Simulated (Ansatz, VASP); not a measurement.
**K3LuN2 in VASP and in Ansatz**

INCAR

```
SYSTEM = K3LuN2
ALGO = Normal
EDIFF = 1E-6
EDIFFG = -0.04
ENCUT = 600
GGA = PE
IBRION = 2
ISIF = 3
ISMEAR = 0
LASPH = .TRUE.
LCHARG = .FALSE.
LREAL = .FALSE.
LWAVE = .FALSE.
NELM = 100
NSW = 90
PREC = Accurate
SIGMA = 0.1
```

KPOINTS

```
k-points
0
G
  6 6 4
  0 0 0
```

Contents of POSCAR:

```
K3LuN2
1.0
    4.4378824998      0.0000000000      0.0000000000
   -2.2189412499      3.8433189839      0.0000000000
    0.0000000000      0.0000000000      6.8044392499
K Lu N
3 1 2
Direct
    0.3333333333      0.6666666667      0.5000000000
    0.6666666667      0.3333333333      0.0000000000
    0.6666666667      0.3333333333      0.5000000000
    0.3333333333      0.6666666667      0.0000000000
    0.0000000000      0.0000000000      0.2102559915
    0.0000000000      0.0000000000      0.7897440085
```

Input for Ansatz:

```yaml
crystal:
  lattice:
    - [4.4378824998, 0.0, 0.0]
    - [-2.2189412499, 3.8433189839, 0.0]
    - [0.0, 0.0, 6.8044392499]
  atoms:
    - { symbol: K, position: [0.3333333333, 0.6666666667, 0.5] }
    - { symbol: K, position: [0.6666666667, 0.3333333333, 0.0] }
    - { symbol: K, position: [0.6666666667, 0.3333333333, 0.5] }
    - { symbol: Lu, position: [0.3333333333, 0.6666666667, 0.0] }
    - { symbol: "N", position: [0.0, 0.0, 0.2102559915] }
    - { symbol: "N", position: [0.0, 0.0, 0.7897440085] }
basis:
  ecutwfc: 420
kpoints:
  mp_grid: { grid: [6, 6, 4] }
hamiltonian:
  xc: pbe
scf:
  occupations: { method: gaussian, width: 0.1 }
  lower_state_search: "off"
output:
  forces: true
  stress: true
  eigenvalues: true
relax:
  adjacent_minimum: "off"
  f_tol: 0.04
  max_steps: 70
  cell: { stress_tol: 0.4 }
```

Change from the starting cell: species swapped into the Eu2Ge3Au type (P-6m2, No. 187).

Alike in both runs: task relaxation of cell and atoms; functional PBE; k mesh 6 × 6 × 4; occupations gaussian, width 0.1 eV; no spin polarisation.

|  | VASP | Ansatz |
| --- | --- | --- |
| version | VASP 6.6.1 | Ansatz 0.2.0 |
| potentials or method | VASP PAW PBE potentials, release 64 (K_sv, Lu, N), cutoff 600 eV | scalar-relativistic, plane waves, PAW |
| valence electrons in the cell | 62 | 62 |

```tsv
	VASP	Ansatz	Ansatz less VASP
gap on the k mesh at the Fermi level, each at its own relaxed structure (eV)	none	none	-
relaxed volume (Å³/atom)	19.46	19.34	-0.121
relaxed cell length with the largest relative difference (Å)	6.822	6.804	-0.0175
```

A gap of «none» marks a metal or a gap that the smearing closes.

Spin-orbit coupling is off throughout.
